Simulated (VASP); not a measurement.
Set up this calculation in VASP 6.6.1, as the native input.

```
Task                   : single point
Functional             : PBE
Potentials or basis    : VASP PAW PBE potentials, release 64 (Ga_d, N)
Cutoff                 : 520 eV
k mesh                 : 10 × 10 × 10
Occupations            : gaussian, width 0.05 eV
Spin                   : no spin polarisation
Dipole correction      : no
Further INCAR settings : ALGO = Normal; EDIFF = 1e-06; NBANDS = 16
```

The structure of GaN lies in POSCAR:

```
GaN
1.0
    0.0000000000      2.2742384873      2.2742384873
    2.2742384873      0.0000000000      2.2742384873
    2.2742384873      2.2742384873      0.0000000000
Ga N
1 1
Direct
    0.0000000000      0.0000000000      0.0000000000
    0.7595199493      0.7468266836      0.7468266836
```

This cell differs from its parent crystal: all N atoms moved -0.025 Å, as atom 2 towards its neighbour atom 1 (Ga) at 1.970 Å.

The input as run:

INCAR

```
  PREC = Accurate
  ENCUT = 520
  EDIFF = 1E-6
  ISMEAR = 0
  SIGMA = 0.05
  LREAL = F
  LASPH = T
  NELM = 80
  ALGO = Normal
  ISIF = 2
  LWAVE = F
  LCHARG = F
  GGA = PE
  NBANDS = 16
```

KPOINTS

```
regular mesh
0
Gamma
  10 10 10
```

Potentials or basis: VASP PAW PBE potentials, release 64 (Ga_d, N).

Run with:

```bash
$ cat potpaw_PBE.64/Ga_d/POTCAR potpaw_PBE.64/N/POTCAR > POTCAR
$ mpirun -np 1 vasp_std > vasp.out
```

Results of the run:

The pressure is 0.2 GPa, the largest force is 0.265 eV/Å and the band gap on the k mesh is 1.49 eV, direct.

Caveat: the cell differs from its parent crystal (all N atoms moved -0.025 Å, as atom 2 towards its neighbour atom 1 (Ga) at 1.970 Å).

It took 22 s on 1 thread of AMD EPYC 9R45 96-Core Processor (Zen 5) (shared host), peak memory 0.14 GiB.
